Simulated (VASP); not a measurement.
# NaF in VASP: a series of runs

NaF is run at these levels: PBE; tasks: single point.

Program: VASP 6.6.1. These are calculated values, not measurements. Logs are shortened: lines on timing, memory, paths and dates and some standing lists are left out, and cuts for length are marked.

## Step 1: The cell of the first run

Symmetry: I4/mmm, No. 139, tetragonal system. The conventional cell has a = 3.249 Å, b = 3.249 Å, c = 4.571 Å, α = 90.00°, β = 90.00°, γ = 90.00°. Within 3.0 Å of Na (site symmetry 4/mmm) lie 6 F at 2.29 to 2.30 Å. F (site symmetry 4/mmm) has 6 Na at 2.29 to 2.30 Å within 3.0 Å.

## Step 2: Single point, PBE (uniaxial z strain -0.5%)

Contents of INCAR:

```
SYSTEM = NaF
  PREC = Accurate
  ENCUT = 520
  EDIFF = 1E-7
  ISMEAR = -1
  SIGMA = 0.02
  LREAL = .FALSE.
  LASPH = .TRUE.
  NELM = 60
  ALGO = Normal
  ISIF = 2
  LWAVE = .FALSE.
  LCHARG = .TRUE.
  GGA = PE
  LELF = .TRUE.
  LVHAR = .TRUE.
  NBANDS = 14
```

Contents of KPOINTS:

```
regular mesh
0
G
  10 10 10
  0 0 0
```

Contents of POSCAR:

```
NaF
1.0
    0.0000000000      2.2971680800      2.2856822396
    2.2971680800      0.0000000000      2.2856822396
    2.2971680800      2.2971680800      0.0000000000
Na F
1 1
Direct
    0.0000000000      0.0000000000      0.0000000000
    0.5000000000      0.5000000000      0.5000000000
```

Potentials or basis: VASP PAW PBE potentials, release 64 (Na_pv, F).

On the command line:

```console
$ cat potpaw_PBE.64/Na_pv/POTCAR potpaw_PBE.64/F/POTCAR > POTCAR
$ mpirun -np 1 vasp_std > vasp.out
```

OUTCAR:

```text
SYSTEM = NaF
   PREC = Accurate
   ENCUT = 520
   EDIFF = 1E-7
   ISMEAR = -1
   LREAL = .FALSE.
   LASPH = .TRUE.
   NELM = 60
   ISIF = 2
   GGA = PE

 ion  position               nearest neighbor table
   1  0.000  0.000  0.000-   2 2.29   2 2.29   2 2.30   2 2.30   2 2.30   2 2.30
   2  0.500  0.500  0.500-   1 2.29   1 2.29   1 2.30   1 2.30   1 2.30   1 2.30

  LATTYP: Found a body centered tetragonal cell.
 ALAT       =     3.2486862538
 C/A-ratio  =     1.4071424946

  Lattice vectors:

 A1 = (   0.0000000000,  -2.2971680800,  -2.2856822396)
 A2 = (   0.0000000000,   2.2971680800,  -2.2856822396)
 A3 = (   2.2971680800,   0.0000000000,   2.2856822396)

Analysis of symmetry for initial positions (statically):
=====================================================================
 Subroutine PRICEL returns:
 Original cell was already a primitive cell.

 Routine SETGRP: Setting up the symmetry group for a
 body centered tetragonal supercell.

 Subroutine GETGRP returns: Found 16 space group operations
 (whereof 16 operations were pure point group operations)
 out of a pool of 16 trial point group operations.

The static configuration has the point symmetry D_4h.

Analysis of symmetry for dynamics (positions and initial velocities):
=====================================================================
 Subroutine PRICEL returns:
 Original cell was already a primitive cell.

 Routine SETGRP: Setting up the symmetry group for a
 body centered tetragonal supercell.

 Subroutine GETGRP returns: Found 16 space group operations
 (whereof 16 operations were pure point group operations)
 out of a pool of 16 trial point group operations.

The dynamic configuration has the point symmetry D_4h.

 Subroutine INISYM returns: Found 16 space group operations
 (whereof 16 operations are pure point group operations),
 and found     1 'primitive' translations

----------------------------------------------------------------------------------------

                                     Primitive cell

  volume of cell :      24.1230

  direct lattice vectors                    reciprocal lattice vectors
     0.000000000  2.297168080  2.285682240    -0.217659302  0.217659302  0.218753067
     2.297168080  0.000000000  2.285682240     0.217659302 -0.217659302  0.218753067
     2.297168080  2.297168080  0.000000000     0.217659302  0.217659302 -0.218753067

  length of vectors
     3.240574716  3.240574716  3.248686254     0.377629511  0.377629511  0.377629511

  position of ions in fractional coordinates (direct lattice)
     0.000000000  0.000000000  0.000000000
     0.500000000  0.500000000  0.500000000

  ion indices of the primitive-cell ions
   primitive index   ion index
                 1           1
                 2           2

----------------------------------------------------------------------------------------

 KPOINTS: regular mesh

Automatic generation of k-mesh.
 Grid dimensions read from file:
 generate k-points for:   10   10   10

 Generating k-lattice:

  Cartesian coordinates                     Fractional coordinates (reciprocal lattice)
    -0.021765930  0.021765930  0.021875307     0.100000000  0.000000000  0.000000000
     0.021765930 -0.021765930  0.021875307     0.000000000  0.100000000  0.000000000
     0.021765930  0.021765930 -0.021875307    -0.000000000 -0.000000000  0.100000000

  Length of vectors
     0.037762951  0.037762951  0.037762951

  Shift w.r.t. Gamma in fractional coordinates (k-lattice)
     0.000000000  0.000000000  0.000000000

 Subroutine IBZKPT returns following result:
 ===========================================

 Found    102 irreducible k-points:

 Following reciprocal coordinates:
            Coordinates               Weight
  0.000000  0.000000  0.000000      1.000000
  0.100000 -0.000000  0.000000      8.000000
  0.200000 -0.000000  0.000000      8.000000
  0.300000  0.000000  0.000000      8.000000
  0.400000 -0.000000  0.000000      8.000000
  0.500000 -0.000000  0.000000      4.000000
[... 16 lines left out ...]
  0.300000  0.300000  0.000000      2.000000
  0.400000  0.300000  0.000000      8.000000
 [... further k-points ...]
   k-points           NKPTS =    102   k-points in BZ     NKDIM =    102   number of bands    NBANDS=     14
   number of dos      NEDOS =    301   number of ions     NIONS =      2
   total plane-waves  NPLWV =  13824
   dimension x,y,z NGX =    24 NGY =   24 NGZ =   24
   dimension x,y,z NGXF=    48 NGYF=   48 NGZF=   48
   ions per type =               1   1
   NGX,Y,Z   is equivalent  to a cutoff of  12.31, 12.31, 12.28 a.u.
   NGXF,Y,Z  is equivalent  to a cutoff of  24.62, 24.62, 24.56 a.u.
 SYSTEM =  NaF
   PREC   = accura    normal or accurate (medium, high low for compatibility)
   ISTART =      0    job   : 0-new  1-cont  2-samecut
   ICHARG =      2    charge: 1-file 2-atom 10-const
   ISPIN  =      1    spin polarized calculation?
   LNONCOLLINEAR =      F non collinear calculations
   LSORBIT =      F    spin-orbit coupling
   LASPH  =      T    aspherical Exc in radial PAW
   ENCUT  =  520.0 eV  38.22 Ry    6.18 a.u.   6.03  6.03  6.04*2*pi/ulx,y,z
   NELM   =     60;   NELMIN=  2; NELMDL= -5     # of ELM steps
   EDIFF  = 0.1E-06   stopping-criterion for ELM
   LREAL  =      F    real-space projection
   EDIFFG = 0.1E-05   stopping-criterion for IOM
   NSW    =      0    number of steps for IOM
   IBRION =     -1    ionic relax: 0-MD 1-quasi-New 2-CG
   NFREE  =      0    steps in history (QN), initial steepest desc. (CG)
   ISIF   =      2    stress and relaxation
   ISYM   =      2    0-nonsym 1-usesym 2-fastsym
   POTIM  = 0.5000    time-step for ionic-motion
   TEBEG  =    0.0;   TEEND  =   0.0 temperature during run
   PSTRESS=    0.0 pullay stress
   NELECT =      14.0000    total number of electrons
   NUPDOWN=      -1.0000    fix difference up-down
   EMIN   =  10.00;   EMAX   =-10.00  energy-range for DOS
   EFERMI =   0.00;   METHOD = LEGACY
   ISMEAR =    -1;   SIGMA  =   0.02  broadening in eV -4-tet -1-fermi 0-gaus
   EFERMI_NEDOS =   21; number of points for ismear=-14 and -15
   IALGO  =     38    algorithm
   IMIX   =      4    mixing-type and parameters
     AMIX     =   0.40;   BMIX     =  1.00
     AMIX_MAG =   1.60;   BMIX_MAG =  1.00
  volume/ion in A,a.u.               =      12.06        81.40
  Fermi-wavevector in a.u.,A,eV,Ry     =   1.365548  2.580512 25.371083  1.864722
  Thomas-Fermi vector in A             =   2.491767
   LORBIT       =      0    0 simple, 1 ext, 2 COOP (PROOUT), +10 PAW based schemes
   GGA     = PE    functional components
   LHFCALC =     F    Hartree Fock is set to
   AEXX    =    0.0000 exact exchange contribution
   IVDW    =     0    specifies the selected vdW correction
   LEPSILON=     F    determine dielectric tensor
   LRPA    =     F    only Hartree local field effects (RPA)
 non-spin polarized calculation
  energy-cutoff  :      520.00
  volume of cell :       24.12
 maximum number of plane-waves:       662
   NGX = 13   NGY = 13   NGZ = 13

 number of electron      13.9999994 magnetization

 Free energy of the ion-electron system (eV)
  ---------------------------------------------------
  ext. energy  EPLUGINS =         0.00000000
  ---------------------------------------------------
  free energy    TOTEN  =        -8.54645449 eV

  energy without entropy =       -8.54645449  energy(sigma->0) =       -8.54645449

 E-fermi :  -1.4285     XC(G=0):  -9.3028

 val. band max:       -1.9463896074   @ k =   0.0000   0.0000   0.0000
 cond. band min:       4.5225226726   @ k =   0.0000   0.0000   0.0000
 fundamental gap:      6.4689122799
 Fermi energy:        -1.4284695708

 k-point     1 :       0.0000    0.0000    0.0000
  band No.  band energies     occupation
      1     -21.1734      2.00000
      2     -20.8031      2.00000
      3     -20.8031      2.00000
      4     -20.8014      2.00000
      5      -1.9466      2.00000
      6      -1.9466      2.00000
      7      -1.9464      2.00000
      8       4.5225      0.00000
      9      17.2390      0.00000
     10      17.2390      0.00000
     11      17.2750      0.00000
     12      20.1785      0.00000
     13      22.3153      0.00000
     14      22.4635      0.00000

 k-point     2 :       0.1000   -0.0000    0.0000
  band No.  band energies     occupation
      1     -21.3006      2.00000
      2     -20.8044      2.00000
      3     -20.8032      2.00000
      4     -20.6609      2.00000
      5      -2.1511      2.00000
      6      -1.9733      2.00000
      7      -1.9727      2.00000
      8       4.8883      0.00000
      9      15.9608      0.00000
     10      17.4022      0.00000
     11      17.4290      0.00000
     12      21.6521      0.00000
     13      21.9309      0.00000
     14      22.0682      0.00000

 k-point     3 :       0.2000   -0.0000    0.0000
  band No.  band energies     occupation
      1     -21.4924      2.00000
      2     -20.8079      2.00000
      3     -20.8063      2.00000
      4     -20.4317      2.00000
      5      -2.6222      2.00000
      6      -2.0424      2.00000
      7      -2.0408      2.00000
      8       5.8282      0.00000
      9      14.1955      0.00000
     10      17.8138      0.00000
     11      17.8519      0.00000
     12      21.3294      0.00000
     13      21.4474      0.00000
     14      22.9108      0.00000
[... 324 lines left out ...]
 k-point    23 :       0.3000    0.3000    0.0000
  band No.  band energies     occupation
      1     -21.4322      2.00000
      2     -20.8419      2.00000
      3     -20.8419      2.00000
      4     -20.4258      2.00000
      5      -3.0524      2.00000
      6      -2.2359      2.00000
      7      -2.2359      2.00000
      8       7.8591      0.00000
      9      12.5536      0.00000
     10      16.3179      0.00000
     11      17.8925      0.00000
     12      17.8925      0.00000
     13      24.2463      0.00000
     14      24.6355      0.00000

 k-point    24 :       0.4000    0.3000    0.0000
  band No.  band energies     occupation
      1     -21.3983      2.00000
      2     -20.8558      2.00000
      3     -20.8480      2.00000
      4     -20.4435      2.00000
      5      -3.1657      2.00000
      6      -2.3476      2.00000
      7      -2.2906      2.00000
      8       8.8809      0.00000
      9      12.0090      0.00000
     10      15.1623      0.00000
     11      17.9988      0.00000
     12      18.0378      0.00000
     13      23.9740      0.00000
     14      25.0376      0.00000

 [... further k-points ...]
[... 5 lines left out ...]
  --------------------------------------------------------------------------------------
  -------------------------------------------------------------------------------------
  Total        0.5499241      0.5499241      0.6298275      0.0000000      0.0000000     -0.0000000
  in kB       36.5243042     36.5243042     41.8312458      0.0000000      0.0000000     -0.0000000
  external PRESSURE =      38.2932847 kB  Pullay stress =       0.0000000 kB

 VOLUME and BASIS-vectors are now :
 -----------------------------------------------------------------------------
  energy-cutoff  :      520.00
  volume of cell :       24.12
      direct lattice vectors                 reciprocal lattice vectors
     0.000000000  2.297168080  2.285682240    -0.217659302  0.217659302  0.218753067
     2.297168080  0.000000000  2.285682240     0.217659302 -0.217659302  0.218753067
     2.297168080  2.297168080  0.000000000     0.217659302  0.217659302 -0.218753067

 POSITION                                       TOTAL-FORCE (eV/Angst)
 -----------------------------------------------------------------------------------
      0.00000      0.00000      0.00000         0.000000     -0.000000      0.000000
      2.29717      2.29717      2.28568        -0.000000      0.000000      0.000000
 -----------------------------------------------------------------------------------
    total drift:                                0.000000     -0.000000      0.000000

  FREE ENERGIE OF THE ION-ELECTRON SYSTEM (eV)
  ---------------------------------------------------
  free  energy   TOTEN  =        -8.5464544930 eV

  energy  without entropy=       -8.5464544930  energy(sigma->0) =       -8.54645449
```

It took 34 s on 1 thread of Intel Xeon Platinum 8259CL at 2.50GHz (Skylake/Cascade Lake), shared host; peak memory 0.15 GiB.

Results:

```yaml
Free_energy: -8.5465 eV
Pressure: 3.8 GPa
Band_gap_on_the_k_mesh: 6.47 eV, direct
```

Caveat: the cell differs from its parent crystal (uniaxial z strain -0.5%). A k mesh can miss the band edges.

## Step 3: Single point, PBE (epitaxial 111 strain -2.0%)

Contents of INCAR:

```
  ALGO = Normal
  EDIFF = 1E-6
  ENCUT = 520
  GGA = PE
  ISIF = 2
  ISMEAR = -1
  LASPH = True
  LCHARG = False
  LREAL = False
  LWAVE = False
  NBANDS = 14
  NELM = 100
  PREC = Accurate
  SIGMA = 0.02
```

Contents of KPOINTS:

```
k-points
0
Gamma
  10 10 10
```

Contents of POSCAR:

```
NaF
1.0
    0.0541389590      2.3053636773      2.3053636773
    2.3053636773      0.0541389590      2.3053636773
    2.3053636773      2.3053636773      0.0541389590
Na F
1 1
Direct
    0.0000000000      0.0000000000      0.0000000000
    0.5000000000      0.5000000000      0.5000000000
```

Potentials or basis: VASP PAW PBE potentials, release 64 (Na_pv, F).

On the command line:

```console
$ cat potpaw_PBE.64/Na_pv/POTCAR potpaw_PBE.64/F/POTCAR > POTCAR
$ mpirun -np 1 vasp_std > vasp.out
```

Run time: 34 s. Hardware: 1 thread of Intel Xeon Platinum 8259CL at 2.50GHz (Skylake/Cascade Lake), shared host; peak memory 0.15 GiB.

Results (log left out):

```
Free energy            : -8.5288 eV
Pressure               : 5.1 GPa
Band gap on the k mesh : 6.54 eV, direct
```

Stress tensor (GPa, compression positive):
```
 5.12 -0.68 -0.68
-0.68  5.12 -0.68
-0.68 -0.68  5.12
```

Levels at points of the mesh, in eV from the valence-band top:
```
           k point  band 4  band 5  band 6  band 7  band 8  band 9  band 10  band 11
(0.00, 0.00, 0.00)  -18.84   -0.10    0.00    0.00    6.54   18.73    19.61    19.61
(0.50, 0.00, 0.00)  -18.09   -1.73   -0.38   -0.30   11.06   12.97    20.28    20.74
(0.50, 0.50, 0.00)  -18.90   -1.39   -0.52   -0.41   13.41   13.54    14.11    20.12
(0.50, 0.50, 0.50)  -18.06   -1.76   -0.25   -0.25   11.06   12.56    21.03    21.03
```

Caveat: the cell differs from its parent crystal (epitaxial 111 strain -2.0%). A k mesh can miss the band edges.
